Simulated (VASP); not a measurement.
The system is SnTe.

```
Sn Te
1.0
     4.40339    0.00000    0.00000
     0.00000    4.40339    0.00000
     0.00000    0.00000    3.35263
Sn Te
1 1
Direct
  0.00000 0.00000 0.00000
  0.50000 0.50000 0.00000
```

The cell was generated, and may not be a known phase.

```yaml
Program: VASP 6.6.1
Task: relaxation of cell and atoms
Functional: PBE
Potentials_or_basis: VASP PAW PBE potentials, release 64 (Sn_d, Te)
Cutoff: 600 eV
k_mesh: 12 × 12 × 16
Occupations: gaussian, width 0.1 eV
Spin: no spin polarisation
```

At the start: pressure -0.1 GPa; volume 32.50 Å³/atom.

Question: How do energy, volume and symmetry change on relaxing?

Answer: Over 9 steps the energy falls by 27.0 meV/atom and the volume is 32.06 Å³/atom (-1.4 %); space group P4/mmm (No. 123, to 0.1 Å) before and after.

The path:
```
step  energy change (eV)  largest force (eV/Å)  pressure (GPa)  volume (Å³)
   1              0.0000                0.0000           -0.10        65.01
   2             -0.0491                0.0000           -0.28        64.76
   3             -0.0504                0.0000           -0.30        64.56
   4             -0.0535                0.0000           -0.32        64.66
   5             -0.0535                0.0000           -0.30        64.65
   6             -0.0540                0.0000            0.04        64.04
   7             -0.0540                0.0000            0.01        64.11
   8             -0.0540                0.0000           -0.02        64.13
   9             -0.0541                0.0000            0.01        64.13
```

Final structure:
```cif
data_structure
_symmetry_space_group_name_H-M 'P 1'
_symmetry_Int_Tables_number 1
_cell_length_a 4.4839
_cell_length_b 4.4839
_cell_length_c 3.1895
_cell_angle_alpha 90.000
_cell_angle_beta 90.000
_cell_angle_gamma 90.000
_cell_volume 64.13
loop_
_atom_site_label
_atom_site_type_symbol
_atom_site_fract_x
_atom_site_fract_y
_atom_site_fract_z
_atom_site_occupancy
Sn1 Sn 0.00000 0.00000 0.00000 1
Te1 Te 0.50000 0.50000 0.00000 1
```
